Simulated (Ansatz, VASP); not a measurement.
**Two plane-wave programs on Si3Ge2**

The input INCAR:

```
SYSTEM = Si3Ge2
  ALGO = Normal
  EDIFF = 1E-7
  EDIFFG = -0.01
  ENCUT = 600
  GGA = PE
  IBRION = 2
  ISIF = 3
  ISMEAR = 0
  LASPH = .True.
  LCHARG = .False.
  LREAL = .False.
  LWAVE = .False.
  NELM = 60
  NSW = 100
  PREC = Accurate
  SIGMA = 0.1
```

Contents of KPOINTS:

```
k-points
0
Gamma
  8 8 8
  0 0 0
```

POSCAR

```
Si3Ge2
1.0
    4.7868428040      0.0000000000      0.0000000000
    0.0000000000      4.7868428040      0.0000000000
    0.0000000000      0.0000000000      4.8692599896
Si Ge
3 2
Direct
    0.5000000000      0.5000000000      0.0000000000
    0.0000000000      0.5000000000      0.5000000000
    0.5000000000      0.0000000000      0.5000000000
    0.0000000000      0.0000000000      0.0000000000
    0.0000000000      0.0000000000      0.5000000000
```

Input for Ansatz:

```yaml
crystal:
  lattice:
    - [4.786842804, 0.0, 0.0]
    - [0.0, 4.786842804, 0.0]
    - [0.0, 0.0, 4.8692599896]
  atoms:
    - { symbol: Si, position: [0.5, 0.5, 0.0] }
    - { symbol: Si, position: [0.0, 0.5, 0.5] }
    - { symbol: Si, position: [0.5, 0.0, 0.5] }
    - { symbol: Ge, position: [0.0, 0.0, 0.0] }
    - { symbol: Ge, position: [0.0, 0.0, 0.5] }
basis:
  ecutwfc: 420
kpoints:
  mp_grid: { grid: [8, 8, 8] }
hamiltonian:
  xc: pbe
scf:
  occupations: { method: gaussian, width: 0.1 }
output:
  forces: true
  stress: true
  eigenvalues: true
  write_density: true
  write_potential: true
  elf: true
  volumetric_format: npy
relax:
  adjacent_minimum: "off"
  f_tol: 0.01
  max_steps: 80
  cell: { stress_tol: 0.05 }
```

Alike in both runs: task relaxation of cell and atoms; functional PBE; k mesh 8 × 8 × 8; occupations gaussian, width 0.1 eV; no spin polarisation.

|  | VASP | Ansatz |
| --- | --- | --- |
| version | VASP 6.6.1 | Ansatz 0.2.0 |
| potentials or method | VASP PAW PBE potentials, release 64 (Si, Ge_d), cutoff 600 eV | scalar-relativistic, plane waves, PAW |
| valence electrons in the cell | 40 | 40 |

```tsv
	VASP	Ansatz	Ansatz less VASP
gap on the k mesh at the Fermi level, each at its own relaxed structure (eV)	none	none	-
relaxed volume (Å³/atom)	22.17	22.16	-0.011
relaxed cell length with the largest relative difference (Å)	4.994	4.993	-0.0012
```

A gap of «none» marks a metal or a gap that the smearing closes.
